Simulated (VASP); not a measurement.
# Be2PbO3 (P-3m1) in VASP: further runs

Runs on Be2PbO3. Level: PBEsol. Tasks: single point, relaxation of cell and atoms.

All numbers are computed with VASP 6.6.1; they aren't measurements. Logs are shortened: lines on timing, memory, paths and dates and some standing lists are left out, and cuts for length are marked.

## 1. The cell of the first run

It takes space group P-3m1 (No. 164, trigonal). The conventional cell has a = 2.882 Å, b = 2.882 Å, c = 7.726 Å, α = 90.00°, β = 90.00°, γ = 120.00°. Be (site symmetry 3m) has 6 O at 1.89 to 1.97 Å within 2.5 Å. Within 3.4 Å of Pb (site symmetry -3m) lie 6 O at 2.54 Å and 6 Pb at 2.88 Å and 6 Be at 3.27 Å. Within 2.5 Å of O (site symmetry 3m) lie 3 Be at 1.89 Å. Within 2.6 Å of O (site symmetry -3m) lie 6 Be at 1.97 Å and 6 O at 2.56 Å.

## 2. Single point, PBEsol

File INCAR:

```
PREC = Accurate
ENCUT = 520
EDIFF = 1E-7
ISMEAR = -1
SIGMA = 0.03
LREAL = F
LASPH = T
NELM = 80
ALGO = Normal
ISIF = 2
LWAVE = F
LCHARG = F
GGA = PS
NBANDS = 27
```

File KPOINTS:

```
Automatic mesh
0
Gamma
  9 9 4
```

File POSCAR:

```
Be2PbO3
1.0
    2.8819394434     -0.0000000026      0.0000000000
   -1.4409697194      2.4958327714      0.0000000000
    0.0000000000      0.0000000000      7.7264893511
Be Pb O
2 1 3
Direct
    0.3333333333      0.6666666667      0.6362317017
    0.6666666667      0.3333333333      0.3637682983
    0.0000000000      0.0000000000      0.0000000000
    0.3333333333      0.6666666667      0.2485593974
    0.6666666667      0.3333333333      0.7514406026
    0.0000000000      0.0000000000      0.5000000000
```

Potentials or basis: VASP PAW PBE potentials, release 64 (Be, Pb_d, O).

Command:

```console
> cat potpaw_PBE.64/Be/POTCAR potpaw_PBE.64/Pb_d/POTCAR potpaw_PBE.64/O/POTCAR > POTCAR
> mpirun -np 1 vasp_std > vasp.out
```

OUTCAR:

```text
PREC = Accurate
   ENCUT = 520
   EDIFF = 1E-7
   ISMEAR = -1
   LREAL = F
   LASPH = T
   NELM = 80
   ISIF = 2
   GGA = PS

 ion  position               nearest neighbor table
   1  0.333  0.667  0.636-   5 1.89   5 1.89   5 1.89   6 1.97   6 1.97   6 1.97
   2  0.667  0.333  0.364-   4 1.89   4 1.89   4 1.89   6 1.97   6 1.97   6 1.97
   3  0.000  0.000  0.000-   4 2.54   5 2.54   4 2.54   5 2.54   5 2.54   4 2.54
   4  0.333  0.667  0.249-   2 1.89   2 1.89   2 1.89   3 2.54   3 2.54   3 2.54
   5  0.667  0.333  0.751-   1 1.89   1 1.89   1 1.89   3 2.54   3 2.54   3 2.54
   6  0.000  0.000  0.500-   1 1.97   2 1.97   1 1.97   2 1.97   2 1.97   1 1.97

  LATTYP: Found a hexagonal cell.
 ALAT       =     2.8819394434
 C/A-ratio  =     2.6810033669

  Lattice vectors:

 A1 = (   2.8819394434,  -0.0000000026,   0.0000000000)
 A2 = (  -1.4409697194,   2.4958327714,   0.0000000000)
 A3 = (   0.0000000000,   0.0000000000,   7.7264893511)

Analysis of symmetry for initial positions (statically):
=====================================================================
 Subroutine PRICEL returns:
 Original cell was already a primitive cell.

 Routine SETGRP: Setting up the symmetry group for a
 hexagonal supercell.

 Subroutine GETGRP returns: Found 12 space group operations
 (whereof 12 operations were pure point group operations)
 out of a pool of 24 trial point group operations.

The static configuration has the point symmetry D_3d.

Analysis of symmetry for dynamics (positions and initial velocities):
=====================================================================
 Subroutine PRICEL returns:
 Original cell was already a primitive cell.

 Routine SETGRP: Setting up the symmetry group for a
 hexagonal supercell.

 Subroutine GETGRP returns: Found 12 space group operations
 (whereof 12 operations were pure point group operations)
 out of a pool of 24 trial point group operations.

The dynamic configuration has the point symmetry D_3d.

 Subroutine INISYM returns: Found 12 space group operations
 (whereof 12 operations are pure point group operations),
 and found     1 'primitive' translations

----------------------------------------------------------------------------------------

                                     Primitive cell

  volume of cell :      55.5754

  direct lattice vectors                    reciprocal lattice vectors
     2.881939443 -0.000000003  0.000000000     0.346988554  0.200333935  0.000000000
    -1.440969719  2.495832771  0.000000000     0.000000000  0.400667870  0.000000000
     0.000000000  0.000000000  7.726489351     0.000000000  0.000000000  0.129424886

  length of vectors
     2.881939443  2.881939443  7.726489351     0.400667870  0.400667870  0.129424886

  position of ions in fractional coordinates (direct lattice)
     0.333333333  0.666666667  0.636231702
     0.666666667  0.333333333  0.363768298
     0.000000000  0.000000000  0.000000000
     0.333333333  0.666666667  0.248559397
     0.666666667  0.333333333  0.751440603
     0.000000000  0.000000000  0.500000000

  ion indices of the primitive-cell ions
   primitive index   ion index
                 1           1
                 2           2
                 3           3
                 4           4
                 5           5
                 6           6

----------------------------------------------------------------------------------------

 KPOINTS: Automatic mesh

Automatic generation of k-mesh.
 Grid dimensions read from file:
 generate k-points for:    9    9    4

 Generating k-lattice:

  Cartesian coordinates                     Fractional coordinates (reciprocal lattice)
     0.038554284  0.022259326  0.000000000     0.111111111  0.000000000  0.000000000
     0.000000000  0.044518652  0.000000000     0.000000000  0.111111111  0.000000000
     0.000000000  0.000000000  0.032356221     0.000000000  0.000000000  0.250000000

  Length of vectors
     0.044518652  0.044518652  0.032356221

  Shift w.r.t. Gamma in fractional coordinates (k-lattice)
     0.000000000  0.000000000  0.000000000

 Subroutine IBZKPT returns following result:
 ===========================================

 Found     43 irreducible k-points:

 Following reciprocal coordinates:
            Coordinates               Weight
  0.000000  0.000000  0.000000      1.000000
  0.111111  0.000000  0.000000      6.000000
  0.222222  0.000000  0.000000      6.000000
  0.333333  0.000000  0.000000      6.000000
  0.444444  0.000000  0.000000      6.000000
  0.111111  0.111111  0.000000      6.000000
[... 16 lines left out ...]
  0.222222  0.111111  0.250000     12.000000
 -0.111111  0.333333  0.250000     12.000000
 [... further k-points ...]
   k-points           NKPTS =     43   k-points in BZ     NKDIM =     43   number of bands    NBANDS=     27
   number of dos      NEDOS =    301   number of ions     NIONS =      6
   total plane-waves  NPLWV =  34560
   dimension x,y,z NGX =    24 NGY =   24 NGZ =   60
   dimension x,y,z NGXF=    48 NGYF=   48 NGZF=  120
   ions per type =               2   1   3
   NGX,Y,Z   is equivalent  to a cutoff of  13.84, 13.84, 12.91 a.u.
   NGXF,Y,Z  is equivalent  to a cutoff of  27.69, 27.69, 25.82 a.u.
 SYSTEM =  unknown system
   PREC   = accura    normal or accurate (medium, high low for compatibility)
   ISTART =      0    job   : 0-new  1-cont  2-samecut
   ICHARG =      2    charge: 1-file 2-atom 10-const
   ISPIN  =      1    spin polarized calculation?
   LNONCOLLINEAR =      F non collinear calculations
   LSORBIT =      F    spin-orbit coupling
   LASPH  =      T    aspherical Exc in radial PAW
   ENCUT  =  520.0 eV  38.22 Ry    6.18 a.u.   5.36  5.36 14.37*2*pi/ulx,y,z
   NELM   =     80;   NELMIN=  2; NELMDL= -5     # of ELM steps
   EDIFF  = 0.1E-06   stopping-criterion for ELM
   LREAL  =      F    real-space projection
   EDIFFG = 0.1E-05   stopping-criterion for IOM
   NSW    =      0    number of steps for IOM
   IBRION =     -1    ionic relax: 0-MD 1-quasi-New 2-CG
   NFREE  =      0    steps in history (QN), initial steepest desc. (CG)
   ISIF   =      2    stress and relaxation
   ISYM   =      2    0-nonsym 1-usesym 2-fastsym
   POTIM  = 0.5000    time-step for ionic-motion
   TEBEG  =    0.0;   TEEND  =   0.0 temperature during run
   PSTRESS=    0.0 pullay stress
   NELECT =      36.0000    total number of electrons
   NUPDOWN=      -1.0000    fix difference up-down
   EMIN   =  10.00;   EMAX   =-10.00  energy-range for DOS
   EFERMI =   0.00;   METHOD = LEGACY
   ISMEAR =    -1;   SIGMA  =   0.03  broadening in eV -4-tet -1-fermi 0-gaus
   EFERMI_NEDOS =   21; number of points for ismear=-14 and -15
   IALGO  =     38    algorithm
   IMIX   =      4    mixing-type and parameters
     AMIX     =   0.40;   BMIX     =  1.00
     AMIX_MAG =   1.60;   BMIX_MAG =  1.00
  volume/ion in A,a.u.               =       9.26        62.51
  Fermi-wavevector in a.u.,A,eV,Ry     =   1.416494  2.676786 27.299491  2.006456
  Thomas-Fermi vector in A             =   2.537823
   LORBIT       =      0    0 simple, 1 ext, 2 COOP (PROOUT), +10 PAW based schemes
   GGA     = PS    functional components
   LHFCALC =     F    Hartree Fock is set to
   AEXX    =    0.0000 exact exchange contribution
   IVDW    =     0    specifies the selected vdW correction
   LEPSILON=     F    determine dielectric tensor
   LRPA    =     F    only Hartree local field effects (RPA)
 non-spin polarized calculation
  energy-cutoff  :      520.00
  volume of cell :       55.58
 maximum number of plane-waves:      1535
 NGX is ok and might be reduce to    24
   NGX = 11   NGY = 11   NGZ = 29

 number of electron      35.9999997 magnetization

 Free energy of the ion-electron system (eV)
  ---------------------------------------------------
  ext. energy  EPLUGINS =         0.00000000
  ---------------------------------------------------
  free energy    TOTEN  =       -36.12592272 eV

  energy without entropy =      -36.12425962  energy(sigma->0) =      -36.12509117

 E-fermi :   7.1533     XC(G=0): -12.0363

 val. band max:        7.0374658083   @ k =   0.0000   0.1111   0.2500
 cond. band min:       7.1667182630   @ k =   0.1111   0.1111   0.5000
 fundamental gap:      0.1292524547
 Fermi energy:         7.1532572727

 k-point     1 :       0.0000    0.0000    0.0000
  band No.  band energies     occupation
      1     -11.9383      2.00000
      2     -10.9273      2.00000
      3     -10.5472      2.00000
      4     -10.3069      2.00000
      5     -10.3069      2.00000
      6     -10.0193      2.00000
[... 19 lines left out ...]
     26      19.3119      0.00000
     27      19.3545      0.00000

 k-point     2 :       0.1111    0.0000    0.0000
  band No.  band energies     occupation
      1     -11.7933      2.00000
      2     -10.9070      2.00000
      3     -10.4503      2.00000
      4     -10.2815      2.00000
      5     -10.1807      2.00000
      6      -9.9187      2.00000
[... 19 lines left out ...]
     26      19.1918      0.00000
     27      19.4186      0.00000

 k-point     3 :       0.2222    0.0000    0.0000
  band No.  band energies     occupation
      1     -11.4047      2.00000
      2     -10.8967      2.00000
      3     -10.5207      2.00000
      4      -9.9264      2.00000
      5      -9.8492      2.00000
      6      -9.6522      2.00000
[... 19 lines left out ...]
     26      19.0201      0.00000
     27      19.3895      0.00000

 k-point     4 :       0.3333    0.0000    0.0000
  band No.  band energies     occupation
      1     -11.1154      2.00000
      2     -10.7289      2.00000
      3     -10.5899      2.00000
      4      -9.5746      2.00000
      5      -9.4810      2.00000
      6      -9.4539      2.00000
[... 19 lines left out ...]
     26      19.4466      0.00000
     27      19.5022      0.00000
[... 516 lines left out ...]
      4     -10.2789      2.00000
      5      -9.8852      2.00000
      6      -9.7785      2.00000
[... 19 lines left out ...]
     26      18.7502      0.00000
     27      19.4431      0.00000

 k-point    23 :       0.2222    0.1111    0.2500
  band No.  band energies     occupation
      1     -11.0737      2.00000
      2     -10.8677      2.00000
      3     -10.4577      2.00000
      4      -9.9522      2.00000
      5      -9.7301      2.00000
      6      -9.4588      2.00000
[... 19 lines left out ...]
     26      19.0428      0.00000
     27      19.6146      0.00000

 k-point    24 :      -0.1111    0.3333    0.2500
  band No.  band energies     occupation
      1     -11.1688      2.00000
      2     -10.6603      2.00000
      3     -10.5046      2.00000
      4      -9.9514      2.00000
      5      -9.8506      2.00000
      6      -9.4583      2.00000
[... 19 lines left out ...]
     26      18.8646      0.00000
     27      19.6354      0.00000

 [... further k-points ...]
[... 5 lines left out ...]
  --------------------------------------------------------------------------------------
  -------------------------------------------------------------------------------------
  Total        0.0626043      0.0626043      0.0655336      0.0000000      0.0000000      0.0000000
  in kB        1.8048140      1.8048140      1.8892620      0.0000000      0.0000000      0.0000000
  external PRESSURE =       1.8329633 kB  Pullay stress =       0.0000000 kB

 VOLUME and BASIS-vectors are now :
 -----------------------------------------------------------------------------
  energy-cutoff  :      520.00
  volume of cell :       55.58
      direct lattice vectors                 reciprocal lattice vectors
     2.881939443 -0.000000003  0.000000000     0.346988554  0.200333935  0.000000000
    -1.440969719  2.495832771  0.000000000     0.000000000  0.400667870  0.000000000
     0.000000000  0.000000000  7.726489351     0.000000000  0.000000000  0.129424886

 POSITION                                       TOTAL-FORCE (eV/Angst)
 -----------------------------------------------------------------------------------
      0.00000      1.66389      4.91584         0.000000      0.000000     -0.002517
      1.44097      0.83194      2.81065         0.000000     -0.000000      0.002517
      0.00000      0.00000      0.00000         0.000000     -0.000000     -0.000000
      0.00000      1.66389      1.92049        -0.000000     -0.000000     -0.003352
      1.44097      0.83194      5.80600        -0.000000      0.000000      0.003352
      0.00000      0.00000      3.86324         0.000000     -0.000000     -0.000000
 -----------------------------------------------------------------------------------
    total drift:                               -0.000000      0.000000      0.000000

  FREE ENERGIE OF THE ION-ELECTRON SYSTEM (eV)
  ---------------------------------------------------
  free  energy   TOTEN  =       -36.1259227183 eV

  energy  without entropy=      -36.1242596238  energy(sigma->0) =      -36.12509117
```

Wall time 69 s (1 thread of Intel Xeon 6975P-C, shared host); peak memory 0.21 GiB.

Results:

```yaml
Free_energy: -36.1259 eV
Pressure: 0.2 GPa
Largest_force: 0.003 eV/Å
Band_gap_on_the_k_mesh: zero (band 18 reaches 7.49 eV, above the bottom of band 19 at 6.93 eV)
```

Forces in eV/Å, atoms in the order of the input:
```
Be   0.000  0.000 -0.003
Be   0.000  0.000  0.003
Pb   0.000  0.000  0.000
O    0.000  0.000 -0.003
O    0.000  0.000  0.003
O    0.000  0.000  0.000
```

Levels at points of the mesh, in eV from the Fermi level:
| k point | band 15 | band 16 | band 17 | band 18 | band 19 | band 20 | band 21 | band 22 |
| --- | --- | --- | --- | --- | --- | --- | --- | --- |
| (0.00, 0.00, 0.00) | -1.25 | -1.25 | -1.01 | -1.01 | 3.71 | 5.87 | 7.28 | 10.10 |
| (0.00, 0.00, 0.50) | -1.35 | -0.97 | -0.97 | 0.34 | 3.02 | 5.78 | 7.74 | 9.83 |

Caveat: the PAW data sets were made with another functional, which shifts forces and pressure a little; spin-orbit coupling is left out, which moves the levels of the heavy elements.

## 3. Relaxation of cell and atoms, PBEsol

This run uses another cell than the first one, of 11.66 Å³/atom, 1.259 times its volume.

File INCAR:

```
SYSTEM = Be2PbO3
ALGO = Normal
EDIFF = 1E-6
EDIFFG = -0.01
ENCUT = 600
GGA = PS
IBRION = 2
ISIF = 3
ISMEAR = -1
LASPH = .TRUE.
LCHARG = .FALSE.
LREAL = .FALSE.
LWAVE = .FALSE.
NELM = 100
NSW = 100
PREC = Accurate
SIGMA = 0.03
```

File KPOINTS:

```
k-points
0
G
  9 9 4
  0 0 0
```

File POSCAR:

```
Be2PbO3
1.0
    3.1966337300      0.0000000000      0.0000000000
   -1.5983168600      2.7683660100      0.0000000000
    0.0000000000      0.0000000000      7.9061276700
Be Pb O
2 1 3
Direct
    0.3333333300      0.6666666700      0.6790233900
    0.6666666700      0.3333333300      0.3209766100
    0.0000000000      0.0000000000      0.0000000000
    0.3333333300      0.6666666700      0.1429916000
    0.6666666700      0.3333333300      0.8570084000
    0.0000000000      0.0000000000      0.5000000000
```

Potentials or basis: VASP PAW PBE potentials, release 64 (Be, Pb_d, O).

Command:

```console
> cat potpaw_PBE.64/Be/POTCAR potpaw_PBE.64/Pb_d/POTCAR potpaw_PBE.64/O/POTCAR > POTCAR
> mpirun -np 1 vasp_std > vasp.out
```

Wall time 13 min (1 thread of Intel Xeon 6975P-C, shared host); peak memory 0.28 GiB.

It converged, with:

```
Free energy                            : -36.1626 eV
Relaxed volume                         : 9.26 Å³/atom
Relaxed cell                           : a = 2.882 Å, b = 2.882 Å, c = 7.725 Å, α = 90.00°, β = 90.00°, γ = 120.00°
Space group after relaxing (to 0.05 Å) : P-3m1 (No. 164)
Energy gained by relaxing              : 1223.3 meV/atom
Ionic steps                            : 14
Pressure after relaxing                : 0.0 GPa
Band gap on the k mesh                 : zero (band 18 reaches 7.49 eV, above the bottom of band 19 at 6.93 eV)
```

Step by step:
```
step  energy change (eV)  largest force (eV/Å)  pressure (GPa)  volume (Å³)
   1              0.0000                6.6652           12.45        69.96
   2             -2.9674                2.5133          -19.09        79.45
   3             -2.9895                2.2281          -20.34        80.17
   4             -5.7433                1.2267          -16.35        66.91
   5             -6.6383                1.2092           -1.64        57.25
   6             -7.2460                0.5930            5.18        54.07
   7             -7.2461                0.5823            5.46        53.97
   8             -7.3137                0.3301           -3.62        56.74
   9             -7.3198                0.3475           -1.78        56.10
  10             -7.3380                0.0976           -0.14        55.60
  11             -7.3387                0.0599            0.28        55.48
  12             -7.3398                0.0197           -0.03        55.60
  13             -7.3398                0.0205           -0.06        55.61
  14             -7.3398                0.0013            0.01        55.58
```

Final structure:
```
Be Pb O
1.0
     2.88228    0.00000    0.00000
    -1.44114    2.49613    0.00000
     0.00000    0.00000    7.72517
Be Pb O
2 1 3
Direct
  0.33333 0.66667 0.63621
  0.66667 0.33333 0.36379
  0.00000 0.00000 0.00000
  0.33333 0.66667 0.24851
  0.66667 0.33333 0.75149
  0.00000 0.00000 0.50000
```

Levels at points of the mesh, in eV from the Fermi level:
```
           k point  band 16  band 17  band 18  band 19  band 20  band 21
(0.00, 0.00, 0.00)    -1.25    -1.01    -1.01     3.71     5.87     7.28
(0.00, 0.00, 0.50)    -0.98    -0.98     0.34     3.02     5.78     7.74
```

Caveat: the volume moved by over 15 % at a fixed basis, so the end points are rough; the PAW data sets were made with another functional, which shifts forces and pressure a little; spin-orbit coupling is left out, which moves the levels of the heavy elements.
